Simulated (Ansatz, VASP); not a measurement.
KI: VASP beside Ansatz

POSCAR

```
KI
1.0
    0.0000000000      3.5591710221      3.5378454877
    3.5591710221      0.0000000000      3.5378454877
    3.5591710221      3.5591710221      0.0000000000
K I
1 1
Direct
    0.0000000000      0.0000000000      0.0000000000
    0.5000000000      0.5000000000      0.5000000000
```

The input INCAR.step1:

```
SYSTEM = KI
  ALGO = Normal
  EDIFF = 1E-4
  ENCUT = 520
  GGA = PE
  ISMEAR = 0
  LASPH = .True.
  LCHARG = .False.
  LREAL = .False.
  LWAVE = .True.
  NBANDS = 15
  NELM = 80
  PREC = Accurate
  SIGMA = 0.01
```

File INCAR.step2:

```
SYSTEM = KI
  ALGO = Normal
  EDIFF = 1E-6
  ENCUT = 520
  ISIF = 2
  ISMEAR = 0
  ISTART = 1
  LASPH = .True.
  LCHARG = .False.
  LMIXTAU = .True.
  LREAL = .False.
  LWAVE = .False.
  METAGGA = R2SCAN
  NBANDS = 15
  NELM = 80
  PREC = Accurate
  SIGMA = 0.01
```

The input KPOINTS:

```
k-points
0
Gamma
  6 6 6
  0 0 0
```

Input for Ansatz:

```yaml
crystal:
  lattice:
    - [0.0, 3.5591710221, 3.5378454877]
    - [3.5591710221, 0.0, 3.5378454877]
    - [3.5591710221, 3.5591710221, 0.0]
  atoms:
    - { symbol: K, position: [0.0, 0.0, 0.0] }
    - { symbol: I, position: [0.5, 0.5, 0.5] }
kpoints:
  mp_grid: { grid: [6, 6, 6] }
  band_path:
    path:
      - [0.0, 0.0, 0.0]
      - [0.5, 0.0, 0.5]
      - [0.625, 0.25, 0.625]
      - [0.375, 0.375, 0.75]
      - [0.5, 0.5, 0.5]
      - [0.5, 0.25, 0.75]
    npoints: 1
hamiltonian:
  xc: r2scan
scf:
  occupations: { method: fixed }
  n_extra_bands: 4
output:
  forces: true
  stress: true
  eigenvalues: true
```

Change from the starting cell: epitaxial_xy strain +0.4%.

Alike in both runs: task single point; functional r2SCAN; k mesh 6 × 6 × 6; no spin polarisation.

```csv
,VASP,Ansatz
version,VASP 6.6.1,Ansatz 0.2.0
potentials or method,"VASP PAW PBE potentials, release 64 (K_sv, I)","plane waves, PAW"
plane-wave cutoff (eV),520,500
occupations,"gaussian, width 0.01 eV",fixed
valence electrons in the cell,16,26
```

```csv
,VASP,Ansatz,Ansatz less VASP
gap on the k mesh at the Fermi level (eV),4.57,4.57,+0.003
pressure (GPa),-0.1,-0.1,0.00
"traceless stress, the component that is largest in VASP (GPa)",0.11,0.11,-0.001
```

VASP's potentials were made for PBE, not for r2SCAN. VASP's potentials hold 16 valence electrons a cell and Ansatz's 26, so a difference there can come from the potentials and not from the codes.

Spin-orbit coupling is off throughout.
